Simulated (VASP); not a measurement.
# CoO (F-43m) in VASP: single point with PBEsol+U

Aim: the single point of CoO with PBEsol+U.

Program: VASP 6.6.1. These are calculated values, not measurements. Logs are shortened: lines on timing, memory, paths and dates and some standing lists are left out, and cuts for length are marked.

## Step 1: The cell of the first run

The structure is cubic, space group F-43m (No. 216). Conventional cell: a = 4.349 Å, b = 4.349 Å, c = 4.349 Å, α = 90.00°, β = 90.00°, γ = 90.00°. Co (site symmetry -43m) has 4 O at 1.88 Å within 2.5 Å. Within 2.5 Å of O (site symmetry -43m) lie 4 Co at 1.88 Å.

## Step 2: Single point, PBEsol+U, collinear spin, ferromagnetic start

The input, INCAR:

```
ALGO = Normal
EDIFF = 1E-6
ENCUT = 700
GGA = PS
GGA_COMPAT = False
ISIF = 2
ISMEAR = 0
ISPIN = 2
LASPH = True
LCHARG = False
LDAU = True
LDAUJ = 0 0
LDAUL = 2 -1
LDAUPRINT = 1
LDAUTYPE = 2
LDAUU = 5 0
LMAXMIX = 4
LORBIT = 11
LREAL = False
LWAVE = False
MAGMOM = 3 0
NBANDS = 22
NELM = 200
PREC = Accurate
SIGMA = 0.05
```

The input, KPOINTS:

```
k-points
0
Gamma
  16 16 16
```

The input, POSCAR:

```
CoO
1.0
    0.0000000000      2.1744804960      2.1744804960
    2.1744804960      0.0000000000      2.1744804960
    2.1744804960      2.1744804960      0.0000000000
Co O
1 1
Direct
    0.0000000000      0.0000000000      0.0000000000
    0.2500000000      0.2500000000      0.2500000000
```

Potentials or basis: VASP PAW PBE potentials, release 64 (Co_sv, O).

Command:

```console
> cat potpaw_PBE.64/Co_sv/POTCAR potpaw_PBE.64/O/POTCAR > POTCAR
> mpirun -np 1 vasp_std > vasp.out
```

OUTCAR:

```text
EDIFF = 1E-6
   ENCUT = 700
   GGA = PS
   ISIF = 2
   ISMEAR = 0
   ISPIN = 2
   LASPH = True
   LORBIT = 11
   LREAL = False
   NELM = 200
   PREC = Accurate

 ion  position               nearest neighbor table
   1  0.000  0.000  0.000-   2 1.88   2 1.88   2 1.88   2 1.88
   2  0.250  0.250  0.250-   1 1.88   1 1.88   1 1.88   1 1.88

  LATTYP: Found a face centered cubic cell.
 ALAT       =     4.3489609920

  Lattice vectors:

 A1 = (   0.0000000000,   2.1744804960,   2.1744804960)
 A2 = (   2.1744804960,   0.0000000000,   2.1744804960)
 A3 = (   2.1744804960,   2.1744804960,   0.0000000000)

Analysis of symmetry for initial positions (statically):
=====================================================================
 Subroutine PRICEL returns:
 Original cell was already a primitive cell.

 Routine SETGRP: Setting up the symmetry group for a
 face centered cubic supercell.

 Subroutine GETGRP returns: Found 24 space group operations
 (whereof 24 operations were pure point group operations)
 out of a pool of 48 trial point group operations.

The static configuration has the point symmetry T_d .

Analysis of symmetry for dynamics (positions and initial velocities):
=====================================================================
 Subroutine PRICEL returns:
 Original cell was already a primitive cell.

 Routine SETGRP: Setting up the symmetry group for a
 face centered cubic supercell.

 Subroutine GETGRP returns: Found 24 space group operations
 (whereof 24 operations were pure point group operations)
 out of a pool of 48 trial point group operations.

The dynamic configuration has the point symmetry T_d .

Analysis of structural, dynamic, and magnetic symmetry:
=====================================================================
 Subroutine PRICEL returns:
 Original cell was already a primitive cell.

 Routine SETGRP: Setting up the symmetry group for a
 face centered cubic supercell.

 Subroutine GETGRP returns: Found 24 space group operations
 (whereof 24 operations were pure point group operations)
 out of a pool of 48 trial point group operations.

The overall configuration has the point symmetry T_d .

 Subroutine INISYM returns: Found 24 space group operations
 (whereof 24 operations are pure point group operations),
 and found     1 'primitive' translations

----------------------------------------------------------------------------------------

                                     Primitive cell

  volume of cell :      20.5635

  direct lattice vectors                    reciprocal lattice vectors
     0.000000000  2.174480496  2.174480496    -0.229939979  0.229939979  0.229939979
     2.174480496  0.000000000  2.174480496     0.229939979 -0.229939979  0.229939979
     2.174480496  2.174480496  0.000000000     0.229939979  0.229939979 -0.229939979

  length of vectors
     3.075179809  3.075179809  3.075179809     0.398267727  0.398267727  0.398267727

  position of ions in fractional coordinates (direct lattice)
     0.000000000  0.000000000  0.000000000
     0.250000000  0.250000000  0.250000000

  ion indices of the primitive-cell ions
   primitive index   ion index
                 1           1
                 2           2

----------------------------------------------------------------------------------------

 KPOINTS: k-points

Automatic generation of k-mesh.
 Grid dimensions read from file:
 generate k-points for:   16   16   16
[... 56 lines left out ...]
   ISTART =      0    job   : 0-new  1-cont  2-samecut
   ICHARG =      2    charge: 1-file 2-atom 10-const
   ISPIN  =      2    spin polarized calculation?
   LNONCOLLINEAR =      F non collinear calculations
   LSORBIT =      F    spin-orbit coupling
   LASPH  =      T    aspherical Exc in radial PAW
   ENCUT  =  700.0 eV  51.45 Ry    7.17 a.u.   6.63  6.63  6.63*2*pi/ulx,y,z
   NELM   =    200;   NELMIN=  2; NELMDL= -5     # of ELM steps
   EDIFF  = 0.1E-05   stopping-criterion for ELM
   LREAL  =      F    real-space projection
   EDIFFG = 0.1E-04   stopping-criterion for IOM
   NSW    =      0    number of steps for IOM
   IBRION =     -1    ionic relax: 0-MD 1-quasi-New 2-CG
   NFREE  =      0    steps in history (QN), initial steepest desc. (CG)
   ISIF   =      2    stress and relaxation
   ISYM   =      2    0-nonsym 1-usesym 2-fastsym
   POTIM  = 0.5000    time-step for ionic-motion
   TEBEG  =    0.0;   TEEND  =   0.0 temperature during run
   PSTRESS=    0.0 pullay stress
   NELECT =      23.0000    total number of electrons
   NUPDOWN=      -1.0000    fix difference up-down
   EMIN   =  10.00;   EMAX   =-10.00  energy-range for DOS
   EFERMI =   0.00;   METHOD = LEGACY
   ISMEAR =     0;   SIGMA  =   0.05  broadening in eV -4-tet -1-fermi 0-gaus
   EFERMI_NEDOS =   21; number of points for ismear=-14 and -15
   IALGO  =     38    algorithm
   IMIX   =      4    mixing-type and parameters
     AMIX     =   0.40;   BMIX     =  1.00
     AMIX_MAG =   1.60;   BMIX_MAG =  1.00
  volume/ion in A,a.u.               =      10.28        69.38
  Fermi-wavevector in a.u.,A,eV,Ry     =   1.699359  3.211324 39.291213  2.887823
  Thomas-Fermi vector in A             =   2.779691
   LORBIT       =     11    0 simple, 1 ext, 2 COOP (PROOUT), +10 PAW based schemes
 LDA+U is selected, type is set to LDAUTYPE =  2
   angular momentum for each species LDAUL =     2   -1
   U (eV)           for each species LDAUU =   5.0  0.0
   J (eV)           for each species LDAUJ =   0.0  0.0
   GGA     = PS    functional components
   LHFCALC =     F    Hartree Fock is set to
   AEXX    =    0.0000 exact exchange contribution
   IVDW    =     0    specifies the selected vdW correction
   LEPSILON=     F    determine dielectric tensor
   LRPA    =     F    only Hartree local field effects (RPA)
 spin polarized calculation
 Gauss-broadening in eV      SIGMA  =   0.05
  energy-cutoff  :      700.00
  volume of cell :       20.56
 maximum number of plane-waves:       893
   NGX = 13   NGY = 13   NGZ = 13

atom =   1  type =  1  l = 2

 onsite density matrix

spin component  1

  0.9397 -0.0000  0.0000 -0.0000  0.0000
 -0.0000  0.9397 -0.0000  0.0000  0.0000
  0.0000 -0.0000  0.9310 -0.0000 -0.0000
 -0.0000  0.0000 -0.0000  0.9397 -0.0000
  0.0000  0.0000 -0.0000 -0.0000  0.9310

spin component  2

  0.0969  0.0000 -0.0000  0.0000  0.0000
  0.0000  0.0969  0.0000 -0.0000 -0.0000
 -0.0000  0.0000  0.9027  0.0000  0.0000
  0.0000 -0.0000  0.0000  0.0969  0.0000
  0.0000 -0.0000  0.0000  0.0000  0.9027

 occupancies and eigenvectors

  o =  0.0969  v =  0.0000  0.0000  0.0000  0.0000  0.0000  1.0000  0.0000  0.0000  0.0000  0.0000      0.0000  0.0000  0.0000  0.0000  0.0000  0.0000  0.0000  0.0000  0.0000  0.0000
  o =  0.0969  v =  0.0000  0.0000  0.0000  0.0000  0.0000  0.0000  0.0167  0.0000  0.9999 -0.0000      0.0000  0.0000  0.0000  0.0000  0.0000  0.0000  0.0000  0.0000  0.0000  0.0000
  o =  0.0969  v =  0.0000  0.0000  0.0000  0.0000  0.0000  0.0000 -0.9999 -0.0000  0.0167  0.0000      0.0000  0.0000  0.0000  0.0000  0.0000  0.0000  0.0000  0.0000  0.0000  0.0000
  o =  0.9027  v =  0.0000  0.0000  0.0000  0.0000  0.0000  0.0000  0.0000  0.9985  0.0000 -0.0547      0.0000  0.0000  0.0000  0.0000  0.0000  0.0000  0.0000  0.0000  0.0000  0.0000
  o =  0.9027  v =  0.0000  0.0000  0.0000  0.0000  0.0000  0.0000 -0.0000 -0.0547  0.0000 -0.9985      0.0000  0.0000  0.0000  0.0000  0.0000  0.0000  0.0000  0.0000  0.0000  0.0000
  o =  0.9310  v =  0.0000 -0.0000 -0.9961 -0.0000 -0.0886  0.0000  0.0000  0.0000  0.0000  0.0000      0.0000  0.0000  0.0000  0.0000  0.0000  0.0000  0.0000  0.0000  0.0000  0.0000
  o =  0.9310  v =  0.0000 -0.0000 -0.0886 -0.0000  0.9961  0.0000  0.0000  0.0000  0.0000  0.0000      0.0000  0.0000  0.0000  0.0000  0.0000  0.0000  0.0000  0.0000  0.0000  0.0000
  o =  0.9397  v =  1.0000  0.0000  0.0000  0.0000  0.0000  0.0000  0.0000  0.0000  0.0000  0.0000      0.0000  0.0000  0.0000  0.0000  0.0000  0.0000  0.0000  0.0000  0.0000  0.0000
  o =  0.9397  v =  0.0000  1.0000 -0.0000 -0.0030  0.0000  0.0000  0.0000  0.0000  0.0000  0.0000      0.0000  0.0000  0.0000  0.0000  0.0000  0.0000  0.0000  0.0000  0.0000  0.0000
  o =  0.9397  v =  0.0000  0.0030 -0.0000  1.0000  0.0000  0.0000  0.0000  0.0000  0.0000  0.0000      0.0000  0.0000  0.0000  0.0000  0.0000  0.0000  0.0000  0.0000  0.0000  0.0000

 number of electron      22.9999998 magnetization       3.0000372

 Free energy of the ion-electron system (eV)
  ---------------------------------------------------
  ext. energy  EPLUGINS =         0.00000000
  ---------------------------------------------------
  free energy    TOTEN  =       -11.59844491 eV

  energy without entropy =      -11.59844491  energy(sigma->0) =      -11.59844491

 E-fermi :   8.1844     XC(G=0): -12.2182

 val. band max:        7.9357444958   @ k =   0.0000   0.0000   0.0000
 cond. band min:       8.3637398432   @ k =   0.0000   0.0000   0.0000
 fundamental gap:      0.4279953475
 Fermi energy:         8.1843946576

 spin component 1

 k-point     1 :       0.0000    0.0000    0.0000
  band No.  band energies     occupation
      1     -88.1364      1.00000
      2     -51.5510      1.00000
      3     -51.5510      1.00000
      4     -51.5509      1.00000
      5     -12.1609      1.00000
      6       0.3880      1.00000
[... 1193 lines left out ...]
     21      31.5689      0.00000
     22      33.1227      0.00000

 [... further k-points ...]
[... 5 lines left out ...]
  --------------------------------------------------------------------------------------
  -------------------------------------------------------------------------------------
  Total        3.8518923      3.8518923      3.8518923      0.0000000     -0.0000000     -0.0000000
  in kB      300.1153253    300.1153253    300.1153253      0.0000000     -0.0000000     -0.0000000
  external PRESSURE =     300.1153253 kB  Pullay stress =       0.0000000 kB

 VOLUME and BASIS-vectors are now :
 -----------------------------------------------------------------------------
  energy-cutoff  :      700.00
  volume of cell :       20.56
      direct lattice vectors                 reciprocal lattice vectors
     0.000000000  2.174480496  2.174480496    -0.229939979  0.229939979  0.229939979
     2.174480496  0.000000000  2.174480496     0.229939979 -0.229939979  0.229939979
     2.174480496  2.174480496  0.000000000     0.229939979  0.229939979 -0.229939979

 POSITION                                       TOTAL-FORCE (eV/Angst)
 -----------------------------------------------------------------------------------
      0.00000      0.00000      0.00000        -0.000000     -0.000000     -0.000000
      1.08724      1.08724      1.08724         0.000000      0.000000      0.000000
 -----------------------------------------------------------------------------------
    total drift:                                0.000000      0.000000      0.000000

  FREE ENERGIE OF THE ION-ELECTRON SYSTEM (eV)
  ---------------------------------------------------
  free  energy   TOTEN  =       -11.5984449076 eV

  energy  without entropy=      -11.5984449076  energy(sigma->0) =      -11.59844491

 total charge

# of ion       s       p       d       tot
------------------------------------------
    1        2.197   6.124   6.747  15.068
    2        1.540   3.552   0.000   5.093
--------------------------------------------------
tot          3.737   9.676   6.747  20.161

 magnetization (x)

# of ion       s       p       d       tot
------------------------------------------
    1        0.013   0.029   2.579   2.622
    2        0.017   0.175   0.000   0.192
--------------------------------------------------
tot          0.030   0.204   2.579   2.814
```

Run time: 3.8 min. Hardware: 1 thread of Intel Xeon Platinum 8259CL at 2.50GHz (Skylake/Cascade Lake), shared host; peak memory 0.28 GiB.

Results:

```yaml
Free_energy: -11.5984 eV
Pressure: 30.0 GPa
Band_gap_on_the_k_mesh: 0.43 eV
Net_moment: 3.00 μB per cell
Site_moments: Co +2.62; O +0.19 μB
Valence_electrons_inside_the_program's_atomic_spheres: Co 15.07; O 5.09
```

Eigenvalues of the final occupation matrices:
```csv
site,spin,trace,eigenvalues
site 1 d,1,4.68,0.93 0.93 0.94 0.94 0.94
site 1 d,2,2.10,0.10 0.10 0.10 0.90 0.90
```

Caveat: the cell stands under pressure; the PAW data sets were made with another functional, which shifts forces and pressure a little; a cell with one magnetic atom can't hold antiferromagnetic order, which such compounds often take. The state reached can hang on the start; a lower one may exist.
